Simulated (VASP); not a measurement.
Set up this calculation in VASP 6.6.1, as the native input.

```yaml
Task: single point
Functional: PBEsol
Potentials_or_basis: VASP PAW PBE potentials, release 64 (Lu)
Cutoff: 520 eV
k_mesh: 10 × 10 × 10
Occupations: fermi-dirac, width 0.05 eV
Spin: no spin polarisation
Dipole_correction: no
Further_INCAR_settings: ALGO = Normal; EDIFF = 1e-06; NBANDS = 32
```

The structure of Lu lies in POSCAR:

```
Lu
1.0
    0.0000000000      2.9858243777      2.9858243777
    2.9858243777      0.0000000000      2.9858243777
    2.9858243777      2.9858243777      0.0000000000
Lu
2
Direct
   -0.1250000000     -0.1250000000     -0.1250000000
    0.1250000000      0.1250000000      0.1250000000
```

This cell differs from its parent crystal: volume scaled by 0.58.

The input as run:

INCAR

```
  PREC = Accurate
  ENCUT = 520
  EDIFF = 1E-6
  ISMEAR = -1
  SIGMA = 0.05
  LREAL = False
  LASPH = True
  NELM = 60
  ALGO = Normal
  ISIF = 2
  LWAVE = False
  LCHARG = False
  GGA = PS
  NBANDS = 32
```

KPOINTS

```
regular mesh
0
Gamma
  10 10 10
```

Potentials or basis: VASP PAW PBE potentials, release 64 (Lu).

Launch:

```bash
$ cat potpaw_PBE.64/Lu/POTCAR > POTCAR
$ mpirun -np 1 vasp_std > vasp.out
```

Results of the run:

```json
{"Pressure": "13.2 GPa", "Band gap on the k mesh": "zero (band 25 reaches 2.36 eV, above the bottom of band 26 at 1.41 eV)"}
```

Caveat: the PAW data sets were made with another functional, which shifts forces and pressure a little; spin-orbit coupling is left out, which moves the levels of the heavy elements.

It took 89 s on 1 thread of Intel(R) Xeon(R) Platinum 8488C (Sapphire Rapids) (shared host), peak memory 0.22 GiB.
